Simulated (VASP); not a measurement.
# Si (Fd-3m) in VASP: notebook, part 2 of 2

VASP 6.6.1.

**3. Single point, LDA (volume scaled by 0.96)**

File INCAR:

```
ALGO = Normal ; EDIFF = 1E-6
ENCUT = 520 ; GGA = CA
ISIF = 2 ; ISMEAR = -1
LASPH = True ; LCHARG = True
LELF = True ; LREAL = False
LVHAR = True ; LWAVE = False
NBANDS = 11 ; NELM = 100
PREC = Accurate ; SIGMA = 0.05
```

File KPOINTS:

```
k-points
0
Gamma
  9 9 9
```

File POSCAR:

```
Si
1.0
    0.0000000000      2.6651509356      2.6651509356
    2.6651509356      0.0000000000      2.6651509356
    2.6651509356      2.6651509356      0.0000000000
Si
2
Direct
    0.5000000000      0.5000000000      0.5000000000
    0.7500000000      0.7500000000      0.7500000000
```

Potentials or basis: VASP PAW LDA potentials, release 64 (Si).

Run with:

```console
$ cat potpaw_LDA.64/Si/POTCAR > POTCAR
$ mpirun -np 1 vasp_std > vasp.out
```

OUTCAR:

```text
EDIFF = 1E-6
   ENCUT = 520
   GGA = CA
   ISIF = 2
   ISMEAR = -1
   LASPH = True
   LREAL = False
   NELM = 100
   PREC = Accurate

 ion  position               nearest neighbor table
   1  0.500  0.500  0.500-   2 2.31   2 2.31   2 2.31   2 2.31
   2  0.750  0.750  0.750-   1 2.31   1 2.31   1 2.31   1 2.31

  LATTYP: Found a face centered cubic cell.
 ALAT       =     5.3303018712

  Lattice vectors:

 A1 = (   0.0000000000,   2.6651509356,   2.6651509356)
 A2 = (   2.6651509356,   0.0000000000,   2.6651509356)
 A3 = (   2.6651509356,   2.6651509356,   0.0000000000)

Analysis of symmetry for initial positions (statically):
=====================================================================
 Subroutine PRICEL returns:
 Original cell was already a primitive cell.

 Routine SETGRP: Setting up the symmetry group for a
 face centered cubic supercell.

 Subroutine GETGRP returns: Found 48 space group operations
 (whereof 24 operations were pure point group operations)
 out of a pool of 48 trial point group operations.

The static configuration has the point symmetry T_d .
 The point group associated with its full space group is O_h .

[... 163 lines left out ...]
 cond. band min:       6.7308822755   @ k =   0.4444   0.4444   0.0000
 fundamental gap:      0.3748975693
 Fermi energy:         6.5263417619

 k-point     1 :       0.0000    0.0000    0.0000
  band No.  band energies     occupation
      1      -5.9926      2.00000
      2       6.3560      1.93585
      3       6.3560      1.93585
      4       6.3560      1.93585
      5       8.9022      0.00000
      6       8.9022      0.00000
      7       8.9022      0.00000
      8      10.2180      0.00000
      9      14.1108      0.00000
     10      14.1108      0.00000
     11      14.2760      0.00000
[... 309 lines left out ...]
 k-point    24 :       0.4444    0.4444    0.0000
  band No.  band energies     occupation
      1      -2.5092      2.00000
      2      -0.7091      2.00000
      3       3.4053      2.00000
      4       3.4053      2.00000
      5       6.7309      0.03290
      6       7.1210      0.00001
      7      15.9530      0.00000
      8      15.9530      0.00000
      9      18.0538      0.00000
     10      18.3342      0.00000
     11      18.3342      0.00000

 [... further k-points ...]
[... 5 lines left out ...]
  --------------------------------------------------------------------------------------
  -------------------------------------------------------------------------------------
  Total        1.0100722      1.0100722      1.0100722      0.0000000      0.0000000      0.0000000
  in kB       42.7432540     42.7432540     42.7432540      0.0000000      0.0000000      0.0000000
  external PRESSURE =      42.7432540 kB  Pullay stress =       0.0000000 kB

 VOLUME and BASIS-vectors are now :
 -----------------------------------------------------------------------------
  energy-cutoff  :      520.00
  volume of cell :       37.86
      direct lattice vectors                 reciprocal lattice vectors
     0.000000000  2.665150936  2.665150936    -0.187606635  0.187606635  0.187606635
     2.665150936  0.000000000  2.665150936     0.187606635 -0.187606635  0.187606635
     2.665150936  2.665150936  0.000000000     0.187606635  0.187606635 -0.187606635

 POSITION                                       TOTAL-FORCE (eV/Angst)
 -----------------------------------------------------------------------------------
      2.66515      2.66515      2.66515         0.000000      0.000000      0.000000
      3.99773      3.99773      3.99773        -0.000000     -0.000000     -0.000000
 -----------------------------------------------------------------------------------
    total drift:                                0.000000      0.000000     -0.000000

  FREE ENERGIE OF THE ION-ELECTRON SYSTEM (eV)
  ---------------------------------------------------
  free  energy   TOTEN  =       -11.8977336468 eV

  energy  without entropy=      -11.8975896936  energy(sigma->0) =      -11.89766167
```

stdout:

```text
POSCAR found type information on POSCAR Si
 POSCAR found :  1 types and       2 ions
 scaLAPACK will be used
 LDA part: xc-table for (Slater(with rela. corr.)+CA(PZ))
 , standard interpolation
 POSCAR, INCAR and KPOINTS ok, starting setup
 FFT: planning ... GRIDC
 FFT: planning ... GRID_SOFT
 FFT: planning ... GRID
 WAVECAR not read
 entering main loop
```

Run time: 17 s. Hardware: 1 thread of Intel Xeon Platinum 8259CL at 2.50GHz (Skylake/Cascade Lake), shared host; peak memory 0.13 GiB.

What came out:

* Free energy: -11.8977 eV
* Pressure: 4.3 GPa
* Band gap on the k mesh: 0.37 eV, indirect (least direct gap 2.55 eV)

Caveat: the cell differs from its parent crystal (volume scaled by 0.96). A k mesh can miss the band edges.

**4. Single point, LDA**

This run uses another cell than the first one, of 19.72 Å³/atom, 1.087 times its volume.

File INCAR:

```
SYSTEM = Si
ALGO = Normal ; EDIFF = 1E-6
ENCUT = 520 ; ISIF = 2
ISMEAR = -1 ; LASPH = .TRUE.
LCHARG = .FALSE. ; LREAL = .FALSE.
LWAVE = .FALSE. ; NBANDS = 11
NELM = 60 ; PREC = Accurate
SIGMA = 0.05
```

File KPOINTS:

```
k-points
0
G
  9 9 9
  0 0 0
```

File POSCAR:

```
Si
1.0
    0.0000000000      2.7016643898      2.7016643898
    2.7016643898      0.0000000000      2.7016643898
    2.7016643898      2.7016643898      0.0000000000
Si
2
Direct
    0.5000000000      0.5000000000      0.5000000000
    0.7500000000      0.7500000000      0.7500000000
```

Run with:

```console
$ cat potpaw_LDA.64/Si/POTCAR > POTCAR
$ mpirun -np 1 vasp_std > vasp.out
```

It took 14 s on 1 thread of Intel Xeon Platinum 8259CL at 2.50GHz (Skylake/Cascade Lake), shared host; peak memory 0.13 GiB.

Results (log left out):

* Free energy: -11.9181 eV
* Pressure: 0.0 GPa
* Band gap on the k mesh: 0.45 eV, indirect (least direct gap 2.53 eV)

Levels at points of the mesh, in eV from the valence-band top:
| k point | band 1 | band 2 | band 3 | band 4 | band 5 | band 6 | band 7 | band 8 |
| --- | --- | --- | --- | --- | --- | --- | --- | --- |
| (0.00, 0.00, 0.00) | -12.06 | 0.00 | 0.00 | 0.00 | 2.53 | 2.53 | 2.53 | 3.38 |

A k mesh can miss the band edges. As with any semilocal functional, this LDA gap is likely too small.

**5. Single point, LDA**

This run uses another cell than the first one, of 19.72 Å³/atom, 1.087 times its volume.

File INCAR:

```
ALGO     = Normal         # electronic algorithm
EDIFF    = 1E-6           # SCF threshold, eV
ENCUT    = 520            # plane-wave cutoff, eV
GGA      = CA             # functional
ISIF     = 2              # what is computed and relaxed
ISMEAR   = -1             # smearing method
LASPH    = True           # aspherical terms in the spheres
LCHARG   = True           # write CHGCAR
LELF     = True           # ELF
LREAL    = False          # projectors in reciprocal space
LVHAR    = True         
LWAVE    = False          # write WAVECAR
NBANDS   = 11             # bands
NELM     = 100            # most SCF steps
PREC     = Accurate       # precision mode
SIGMA    = 0.05           # smearing width, eV
```

File KPOINTS:

```
k-points
0
Gamma
  9 9 9
```

POSCAR is that of step 4.

Potentials or basis: VASP PAW LDA potentials, release 64 (Si).

Run with:

```console
$ cat potpaw_LDA.64/Si/POTCAR > POTCAR
$ mpirun -np 1 vasp_std > vasp.out
```

OUTCAR:

```text
EDIFF = 1E-6
   ENCUT = 520
   GGA = CA
   ISIF = 2
   ISMEAR = -1
   LASPH = True
   LREAL = False
   NELM = 100
   PREC = Accurate

 ion  position               nearest neighbor table
   1  0.500  0.500  0.500-   2 2.34   2 2.34   2 2.34   2 2.34
   2  0.750  0.750  0.750-   1 2.34   1 2.34   1 2.34   1 2.34

  LATTYP: Found a face centered cubic cell.
 ALAT       =     5.4033287796

  Lattice vectors:

 A1 = (   0.0000000000,   2.7016643898,   2.7016643898)
[... 512 lines left out ...]
      4       3.0825      2.00000
      5       6.3778      0.01540
      6       6.7729      0.00001
      7      15.2689      0.00000
      8      15.2689      0.00000
      9      17.4944      0.00000
     10      17.6760      0.00000
     11      17.6761      0.00000

 [... further k-points ...]
[... 5 lines left out ...]
  --------------------------------------------------------------------------------------
  -------------------------------------------------------------------------------------
  Total       -0.0063568     -0.0063568     -0.0063568     -0.0000000      0.0000000     -0.0000000
  in kB       -0.2582419     -0.2582419     -0.2582419     -0.0000000      0.0000000     -0.0000000
  external PRESSURE =      -0.2582419 kB  Pullay stress =       0.0000000 kB

 VOLUME and BASIS-vectors are now :
 -----------------------------------------------------------------------------
  energy-cutoff  :      520.00
  volume of cell :       39.44
      direct lattice vectors                 reciprocal lattice vectors
     0.000000000  2.701664390  2.701664390    -0.185071100  0.185071100  0.185071100
     2.701664390  0.000000000  2.701664390     0.185071100 -0.185071100  0.185071100
     2.701664390  2.701664390  0.000000000     0.185071100  0.185071100 -0.185071100

 POSITION                                       TOTAL-FORCE (eV/Angst)
 -----------------------------------------------------------------------------------
      2.70166      2.70166      2.70166        -0.000000     -0.000000     -0.000000
      4.05250      4.05250      4.05250         0.000000      0.000000      0.000000
 -----------------------------------------------------------------------------------
    total drift:                                0.000000      0.000000     -0.000000

  FREE ENERGIE OF THE ION-ELECTRON SYSTEM (eV)
  ---------------------------------------------------
  free  energy   TOTEN  =       -11.9180540899 eV

  energy  without entropy=      -11.9179751799  energy(sigma->0) =      -11.91801463
```

stdout:

```text
POSCAR found type information on POSCAR Si
 POSCAR found :  1 types and       2 ions
 scaLAPACK will be used
 LDA part: xc-table for (Slater(with rela. corr.)+CA(PZ))
 , standard interpolation
 POSCAR, INCAR and KPOINTS ok, starting setup
 FFT: planning ... GRIDC
 FFT: planning ... GRID_SOFT
 FFT: planning ... GRID
 WAVECAR not read
 entering main loop
```

Run time: 16 s. Hardware: 1 thread of Intel Xeon Platinum 8259CL at 2.50GHz (Skylake/Cascade Lake), shared host; peak memory 0.13 GiB.

Results:

| Item | Value |
| --- | --- |
| Free energy | -11.9181 eV |
| Pressure | 0.0 GPa |
| Band gap on the k mesh | 0.45 eV, indirect (least direct gap 2.53 eV) |

A k mesh can miss the band edges.

**6. Single point, LDA (volume scaled by 1.04)**

File INCAR:

```
SYSTEM = Si
PREC = Accurate
ENCUT = 520
EDIFF = 1E-7
ISMEAR = -1
SIGMA = 0.05
LREAL = .FALSE.
LASPH = .TRUE.
NELM = 60
ALGO = Normal
ISIF = 2
LWAVE = .FALSE.
LCHARG = .FALSE.
GGA = CA
NBANDS = 11
```

File KPOINTS:

```
regular mesh
0
G
  9 9 9
  0 0 0
```

File POSCAR:

```
Si
1.0
    0.0000000000      2.7372166825      2.7372166825
    2.7372166825      0.0000000000      2.7372166825
    2.7372166825      2.7372166825      0.0000000000
Si
2
Direct
    0.5000000000      0.5000000000      0.5000000000
    0.7500000000      0.7500000000      0.7500000000
```

Potentials or basis: VASP PAW LDA potentials, release 64 (Si).

Run with:

```console
$ cat potpaw_LDA.64/Si/POTCAR > POTCAR
$ mpirun -np 1 vasp_std > vasp.out
```

It took 21 s on 1 thread of Intel Xeon Platinum 8259CL at 2.50GHz (Skylake/Cascade Lake), shared host; peak memory 0.14 GiB.

The run converged. Its results:

```yaml
Free_energy: -11.9002 eV
Pressure: -3.5 GPa
Band_gap_on_the_k_mesh: 0.52 eV, indirect (least direct gap 2.51 eV)
```

Levels at points of the mesh, in eV from the valence-band top:
| k point | band 1 | band 2 | band 3 | band 4 | band 5 | band 6 | band 7 | band 8 |
| --- | --- | --- | --- | --- | --- | --- | --- | --- |
| (0.00, 0.00, 0.00) | -11.79 | 0.00 | 0.00 | 0.00 | 2.51 | 2.51 | 2.51 | 2.94 |

Caveat: the cell differs from its parent crystal (volume scaled by 1.04). A k mesh can miss the band edges.

**7. The runs side by side**

| cell | gap on the mesh (eV) | pressure (GPa) |
| --- | --- | --- |
| a = 3.716 Å, angles 60.0°, 2 atoms | 0.29 | 9.6 |
| a = 3.769 Å, angles 60.0°, 2 atoms | 0.37 | 4.3 |
| a = 3.821 Å, angles 60.0°, 2 atoms | 0.45 | 0.0 |
| a = 3.871 Å, angles 60.0°, 2 atoms | 0.52 | -3.5 |

Alike in all rows: task single point; level LDA; potentials or basis VASP PAW LDA potentials, release 64 (Si); no spin polarisation; k mesh 9 × 9 × 9; cutoff (eV) 520; smearing fermi-dirac 0.05 eV.

Total energies depend on the potentials used, so only differences within one code and one set of settings carry meaning.
